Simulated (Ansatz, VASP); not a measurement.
Two plane-wave programs on SiC

Contents of INCAR:

```
PREC = Accurate ; ENCUT = 600
EDIFF = 1E-6 ; ISMEAR = 0
SIGMA = 0.1 ; LREAL = False
LASPH = True ; NELM = 120
ALGO = Normal ; ISIF = 2
LWAVE = False ; LCHARG = True
LELF = True ; LVHAR = True
NBANDS = 16 ; GGA_COMPAT = False
```

The input KPOINTS:

```
Automatic mesh
0
Gamma
  6 6 4
```

POSCAR

```
SiC
1.0
    3.0759982064      0.0000000000      0.0000000000
   -1.5379991032      2.6638925888      0.0000000000
    0.0000000000      0.0000000000      5.0480000000
Si C
2 2
Direct
    0.3333333333      0.6666666667      0.0000000000
    0.6666666667      0.3333333333      0.5000000000
    0.3333333333      0.6666666667      0.3850000000
    0.6666666667      0.3333333333      0.8850000000
```

Input for Ansatz:

```yaml
crystal:
  lattice:
    - [3.0759982064, 0.0, 0.0]
    - [-1.5379991032, 2.6638925888, 0.0]
    - [0.0, 0.0, 5.048]
  atoms:
    - { symbol: Si, position: [0.3333333333, 0.6666666667, 0.0] }
    - { symbol: Si, position: [0.6666666667, 0.3333333333, 0.5] }
    - { symbol: C, position: [0.3333333333, 0.6666666667, 0.385] }
    - { symbol: C, position: [0.6666666667, 0.3333333333, 0.885] }
basis:
  ecutwfc: 420
kpoints:
  mp_grid: { grid: [6, 6, 4] }
hamiltonian:
  xc: lda
scf:
  occupations: { method: gaussian, width: 0.1 }
output:
  forces: true
  stress: true
  eigenvalues: true
```

Alike in both runs: task single point; functional LDA; k mesh 6 × 6 × 4; occupations gaussian, width 0.1 eV; no spin polarisation.

```csv
,VASP,Ansatz
version,VASP 6.6.1,Ansatz 0.2.0
potentials or method,"VASP PAW LDA potentials, release 64 (Si, C), cutoff 600 eV","scalar-relativistic, plane waves, PAW"
valence electrons in the cell,16,16
```

|  | VASP | Ansatz | Ansatz less VASP |
| --- | --- | --- | --- |
| gap on the k mesh at the Fermi level (eV) | 2.20 | 2.21 | +0.013 |
| least direct gap on the mesh (eV) | 3.97 | 3.98 | +0.009 |
| pressure (GPa) | -3.8 | -4.0 | -0.22 |
| traceless stress, the component that is largest in VASP (GPa) | -2.93 | -2.92 | +0.015 |
| rms of the force components (eV/Å) | 0.420 | 0.419 | -0.0011 |

LDA's correlation is that of Perdew and Zunger in VASP and of Perdew and Wang (1992) in Ansatz. Atom by atom the forces differ by 0.001 eV/Å (rms over components).
